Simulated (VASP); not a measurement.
# SiO2 (Pbcn) in VASP: single point with PBE

Aim: the single point of SiO2 with PBE.

Program: VASP 6.6.1. These are calculated values, not measurements. Logs are shortened: lines on timing, memory, paths and dates and some standing lists are left out, and cuts for length are marked.

## 1. The cell of the first run

Symmetry: Pbcn, No. 60, orthorhombic system. Conventional cell: a = 4.097 Å, b = 5.046 Å, c = 4.495 Å, α = 90.00°, β = 90.00°, γ = 90.00°. Si (site symmetry 2) has 6 O at 1.74 to 1.85 Å within 2.3 Å. O (site symmetry 1) has 3 Si at 1.74 to 1.85 Å within 2.3 Å.

## 2. Single point, PBE

Contents of INCAR:

```
SYSTEM = SiO2
ALGO     = Normal         ! electronic algorithm
EDIFF    = 1E-6           ! SCF threshold, eV
ENCUT    = 520            ! plane-wave cutoff, eV
GGA      = PE             ! functional
ISIF     = 2              ! what is computed and relaxed
ISMEAR   = -1             ! smearing method
LASPH    = .TRUE.         ! aspherical terms in the spheres
LCHARG   = .TRUE.         ! write CHGCAR
LELF     = .TRUE.         ! ELF
LREAL    = .FALSE.        ! projectors in reciprocal space
LVHAR    = .TRUE.       
LWAVE    = .FALSE.        ! write WAVECAR
NBANDS   = 44             ! bands
NELM     = 100            ! most SCF steps
PREC     = Accurate       ! precision mode
SIGMA    = 0.03           ! smearing width, eV
```

Contents of KPOINTS:

```
k-points
0
G
  5 4 4
  0 0 0
```

Contents of POSCAR:

```
SiO2
1.0
    4.0970000000      0.0000000000      0.0000000000
    0.0000000000      5.0462000000      0.0000000000
    0.0000000000      0.0000000000      4.4946000000
Si O
4 8
Direct
    0.0000000000      0.1522000000      0.2500000000
    0.5000000000      0.3478000000      0.7500000000
    0.0000000000      0.8478000000      0.7500000000
    0.5000000000      0.6522000000      0.2500000000
    0.7336000000      0.6245000000      0.9186000000
    0.7664000000      0.8755000000      0.4186000000
    0.2336000000      0.8755000000      0.0814000000
    0.2664000000      0.6245000000      0.5814000000
    0.2664000000      0.3755000000      0.0814000000
    0.2336000000      0.1245000000      0.5814000000
    0.7664000000      0.1245000000      0.9186000000
    0.7336000000      0.3755000000      0.4186000000
```

Potentials or basis: VASP PAW PBE potentials, release 64 (Si, O).

Run with:

```bash
> cat potpaw_PBE.64/Si/POTCAR potpaw_PBE.64/O/POTCAR > POTCAR
> mpirun -np 1 vasp_std > vasp.out
```

OUTCAR:

```text
SYSTEM = SiO2
   EDIFF = 1E-6
   ENCUT = 520
   GGA = PE
   ISIF = 2
   ISMEAR = -1
   LASPH = .TRUE.
   LREAL = .FALSE.
   NELM = 100
   PREC = Accurate

 ion  position               nearest neighbor table
   1  0.000  0.152  0.250-   9 1.74  12 1.74  11 1.78  10 1.78   6 1.85   7 1.85   3 2.72   3 2.72

   2  0.500  0.348  0.750-  10 1.74  11 1.74   9 1.78  12 1.78   5 1.85   8 1.85   4 2.72   4 2.72

   3  0.000  0.848  0.750-   5 1.74   8 1.74   7 1.78   6 1.78  10 1.85  11 1.85   1 2.72   1 2.72

   4  0.500  0.652  0.250-   6 1.74   7 1.74   5 1.78   8 1.78   9 1.85  12 1.85   2 2.72   2 2.72

   5  0.734  0.624  0.919-   3 1.74   4 1.78   2 1.85
   6  0.766  0.876  0.419-   4 1.74   3 1.78   1 1.85
   7  0.234  0.876  0.081-   4 1.74   3 1.78   1 1.85
   8  0.266  0.624  0.581-   3 1.74   4 1.78   2 1.85
   9  0.266  0.376  0.081-   1 1.74   2 1.78   4 1.85
  10  0.234  0.124  0.581-   2 1.74   1 1.78   3 1.85
  11  0.766  0.124  0.919-   2 1.74   1 1.78   3 1.85
  12  0.734  0.376  0.419-   1 1.74   2 1.78   4 1.85

  LATTYP: Found a simple orthorhombic cell.
 ALAT       =     4.0970000000
 B/A-ratio  =     1.0970466195
 C/A-ratio  =     1.2316817183

  Lattice vectors:

 A1 = (  -4.0970000000,   0.0000000000,   0.0000000000)
 A2 = (   0.0000000000,   0.0000000000,   4.4946000000)
 A3 = (   0.0000000000,   5.0462000000,   0.0000000000)

Analysis of symmetry for initial positions (statically):
=====================================================================
 Subroutine PRICEL returns:
 Original cell was already a primitive cell.

 Routine SETGRP: Setting up the symmetry group for a
 simple orthorhombic supercell.

 Subroutine GETGRP returns: Found  8 space group operations
 (whereof  2 operations were pure point group operations)
 out of a pool of  8 trial point group operations.

The static configuration has the point symmetry S_2 .
 The point group associated with its full space group is D_2h.

Analysis of symmetry for dynamics (positions and initial velocities):
=====================================================================
 Subroutine PRICEL returns:
 Original cell was already a primitive cell.

 Routine SETGRP: Setting up the symmetry group for a
 simple orthorhombic supercell.

 Subroutine GETGRP returns: Found  8 space group operations
 (whereof  2 operations were pure point group operations)
 out of a pool of  8 trial point group operations.

The dynamic configuration has the point symmetry S_2 .
 The point group associated with its full space group is D_2h.

 Subroutine INISYM returns: Found  8 space group operations
 (whereof  2 operations are pure point group operations),
 and found     1 'primitive' translations

----------------------------------------------------------------------------------------

                                     Primitive cell

  volume of cell :      92.9226

  direct lattice vectors                    reciprocal lattice vectors
     4.097000000  0.000000000  0.000000000     0.244081035  0.000000000  0.000000000
     0.000000000  5.046200000  0.000000000     0.000000000  0.198168919  0.000000000
     0.000000000  0.000000000  4.494600000     0.000000000  0.000000000  0.222489209

  length of vectors
     4.097000000  5.046200000  4.494600000     0.244081035  0.198168919  0.222489209

  position of ions in fractional coordinates (direct lattice)
     0.000000000  0.152200000  0.250000000
     0.500000000  0.347800000  0.750000000
     0.000000000  0.847800000  0.750000000
     0.500000000  0.652200000  0.250000000
     0.733600000  0.624500000  0.918600000
     0.766400000  0.875500000  0.418600000
     0.233600000  0.875500000  0.081400000
     0.266400000  0.624500000  0.581400000
     0.266400000  0.375500000  0.081400000
     0.233600000  0.124500000  0.581400000
     0.766400000  0.124500000  0.918600000
     0.733600000  0.375500000  0.418600000

  ion indices of the primitive-cell ions
   primitive index   ion index
                 1           1
                 2           2
                 3           3
                 4           4
                 5           5
                 6           6
                 7           7
                 8           8
                 9           9
                10          10
                11          11
                12          12

----------------------------------------------------------------------------------------

 KPOINTS: k-points

Automatic generation of k-mesh.
 Grid dimensions read from file:
 generate k-points for:    5    4    4

 Generating k-lattice:

  Cartesian coordinates                     Fractional coordinates (reciprocal lattice)
     0.048816207  0.000000000  0.000000000     0.200000000  0.000000000  0.000000000
     0.000000000  0.049542230  0.000000000     0.000000000  0.250000000  0.000000000
     0.000000000  0.000000000  0.055622302     0.000000000  0.000000000  0.250000000

  Length of vectors
     0.048816207  0.049542230  0.055622302

  Shift w.r.t. Gamma in fractional coordinates (k-lattice)
     0.000000000  0.000000000  0.000000000

 Subroutine IBZKPT returns following result:
 ===========================================

 Found     27 irreducible k-points:

 Following reciprocal coordinates:
            Coordinates               Weight
  0.000000  0.000000  0.000000      1.000000
  0.200000  0.000000  0.000000      2.000000
  0.400000  0.000000  0.000000      2.000000
  0.000000  0.250000  0.000000      2.000000
  0.200000  0.250000  0.000000      4.000000
  0.400000  0.250000  0.000000      4.000000
[... 16 lines left out ...]
  0.200000  0.250000  0.500000      4.000000
  0.400000  0.250000  0.500000      4.000000
 [... further k-points ...]
   k-points           NKPTS =     27   k-points in BZ     NKDIM =     27   number of bands    NBANDS=     44
   number of dos      NEDOS =    301   number of ions     NIONS =     12
   total plane-waves  NPLWV =  43200
   dimension x,y,z NGX =    30 NGY =   40 NGZ =   36
   dimension x,y,z NGXF=    60 NGYF=   80 NGZF=   72
   ions per type =               4   8
   NGX,Y,Z   is equivalent  to a cutoff of  12.17, 13.18, 13.32 a.u.
   NGXF,Y,Z  is equivalent  to a cutoff of  24.35, 26.36, 26.63 a.u.
 SYSTEM =  SiO2
   PREC   = accura    normal or accurate (medium, high low for compatibility)
   ISTART =      0    job   : 0-new  1-cont  2-samecut
   ICHARG =      2    charge: 1-file 2-atom 10-const
   ISPIN  =      1    spin polarized calculation?
   LNONCOLLINEAR =      F non collinear calculations
   LSORBIT =      F    spin-orbit coupling
   LASPH  =      T    aspherical Exc in radial PAW
   ENCUT  =  520.0 eV  38.22 Ry    6.18 a.u.   7.62  9.38  8.36*2*pi/ulx,y,z
   NELM   =    100;   NELMIN=  2; NELMDL= -5     # of ELM steps
   EDIFF  = 0.1E-05   stopping-criterion for ELM
   LREAL  =      F    real-space projection
   EDIFFG = 0.1E-04   stopping-criterion for IOM
   NSW    =      0    number of steps for IOM
   IBRION =     -1    ionic relax: 0-MD 1-quasi-New 2-CG
   NFREE  =      0    steps in history (QN), initial steepest desc. (CG)
   ISIF   =      2    stress and relaxation
   ISYM   =      2    0-nonsym 1-usesym 2-fastsym
   POTIM  = 0.5000    time-step for ionic-motion
   TEBEG  =    0.0;   TEEND  =   0.0 temperature during run
   PSTRESS=    0.0 pullay stress
   NELECT =      64.0000    total number of electrons
   NUPDOWN=      -1.0000    fix difference up-down
   EMIN   =  10.00;   EMAX   =-10.00  energy-range for DOS
   EFERMI =   0.00;   METHOD = LEGACY
   ISMEAR =    -1;   SIGMA  =   0.03  broadening in eV -4-tet -1-fermi 0-gaus
   EFERMI_NEDOS =   21; number of points for ismear=-14 and -15
   IALGO  =     38    algorithm
   IMIX   =      4    mixing-type and parameters
     AMIX     =   0.40;   BMIX     =  1.00
     AMIX_MAG =   1.60;   BMIX_MAG =  1.00
  volume/ion in A,a.u.               =       7.74        52.26
  Fermi-wavevector in a.u.,A,eV,Ry     =   1.445754  2.732078 28.438951  2.090204
  Thomas-Fermi vector in A             =   2.563900
   LORBIT       =      0    0 simple, 1 ext, 2 COOP (PROOUT), +10 PAW based schemes
   GGA     = PE    functional components
   LHFCALC =     F    Hartree Fock is set to
   AEXX    =    0.0000 exact exchange contribution
   IVDW    =     0    specifies the selected vdW correction
   LEPSILON=     F    determine dielectric tensor
   LRPA    =     F    only Hartree local field effects (RPA)
 non-spin polarized calculation
  energy-cutoff  :      520.00
  volume of cell :       92.92
 maximum number of plane-waves:      2522
   NGX = 15   NGY = 19   NGZ = 17

 number of electron      63.9999988 magnetization

 Free energy of the ion-electron system (eV)
  ---------------------------------------------------
  ext. energy  EPLUGINS =         0.00000000
  ---------------------------------------------------
  free energy    TOTEN  =       -91.76097576 eV

  energy without entropy =      -91.76097576  energy(sigma->0) =      -91.76097576

 E-fermi :   8.5582     XC(G=0): -12.3284

 val. band max:        7.8507714621   @ k =   0.0000   0.0000   0.0000
 cond. band min:      13.4182330734   @ k =   0.0000   0.0000   0.0000
 fundamental gap:      5.5674616113
 Fermi energy:         8.5582053416

 k-point     1 :       0.0000    0.0000    0.0000
  band No.  band energies     occupation
      1     -14.1096      2.00000
      2     -11.1555      2.00000
      3     -11.0998      2.00000
      4     -11.0566      2.00000
      5     -10.6187      2.00000
      6      -9.9289      2.00000
[... 36 lines left out ...]
     43      20.2858      0.00000
     44      21.0805      0.00000
[... 1040 lines left out ...]
      4     -11.4471      2.00000
      5     -10.5947      2.00000
      6     -10.5947      2.00000
[... 36 lines left out ...]
     43      20.3215      0.00000
     44      20.3215      0.00000

 [... further k-points ...]

------------------------ aborting loop because EDIFF is reached ----------------------------------------

  FORCE on cell =-STRESS in cart. coord.  units (eV):
  Direction    XX          YY          ZZ          XY          YZ          ZX
  --------------------------------------------------------------------------------------
  -------------------------------------------------------------------------------------
  Total        2.0417069      4.1028465      3.9336291      0.0000000      0.0000000     -0.0000000
  in kB       35.2032295     70.7415191     67.8238621      0.0000000      0.0000000     -0.0000000
  external PRESSURE =      57.9228703 kB  Pullay stress =       0.0000000 kB

 VOLUME and BASIS-vectors are now :
 -----------------------------------------------------------------------------
  energy-cutoff  :      520.00
  volume of cell :       92.92
      direct lattice vectors                 reciprocal lattice vectors
     4.097000000  0.000000000  0.000000000     0.244081035  0.000000000  0.000000000
     0.000000000  5.046200000  0.000000000     0.000000000  0.198168919  0.000000000
     0.000000000  0.000000000  4.494600000     0.000000000  0.000000000  0.222489209

 POSITION                                       TOTAL-FORCE (eV/Angst)
 -----------------------------------------------------------------------------------
      0.00000      0.76803      1.12365         0.000000     -0.339425      0.000000
      2.04850      1.75507      3.37095         0.000000      0.339425      0.000000
      0.00000      4.27817      3.37095        -0.000000      0.339425      0.000000
      2.04850      3.29113      1.12365        -0.000000     -0.339425      0.000000
      3.00556      3.15135      4.12874        -0.557089     -0.810678      0.169960
      3.13994      4.41795      1.88144         0.557089      0.810678      0.169960
      0.95706      4.41795      0.36586        -0.557089      0.810678     -0.169960
      1.09144      3.15135      2.61316         0.557089     -0.810678     -0.169960
      1.09144      1.89485      0.36586         0.557089      0.810678     -0.169960
      0.95706      0.62825      2.61316        -0.557089     -0.810678     -0.169960
      3.13994      0.62825      4.12874         0.557089     -0.810678      0.169960
      3.00556      1.89485      1.88144        -0.557089      0.810678      0.169960
 -----------------------------------------------------------------------------------
    total drift:                               -0.000000      0.000000     -0.000000

  FREE ENERGIE OF THE ION-ELECTRON SYSTEM (eV)
  ---------------------------------------------------
  free  energy   TOTEN  =       -91.7609757559 eV

  energy  without entropy=      -91.7609757559  energy(sigma->0) =      -91.76097576
```

It took 2.7 min on 1 thread of Intel Xeon 8259CL, shared host; peak memory 0.23 GiB.

Results:

```yaml
Free_energy: -91.7610 eV
Pressure: 5.8 GPa
Largest_force: 0.998 eV/Å
Band_gap_on_the_k_mesh: 5.57 eV
```

Forces on the atoms (eV/Å):
```
Si   0.000 -0.339  0.000
Si   0.000  0.339  0.000
Si   0.000  0.339  0.000
Si   0.000 -0.339  0.000
O   -0.557 -0.811  0.170
O    0.557  0.811  0.170
O   -0.557  0.811 -0.170
O    0.557 -0.811 -0.170
O    0.557  0.811 -0.170
O   -0.557 -0.811 -0.170
O    0.557 -0.811  0.170
O   -0.557  0.811  0.170
```

Caveat: the cell stands under pressure. Expect the measured gap to be larger: semilocal functionals such as PBE lack the derivative discontinuity.
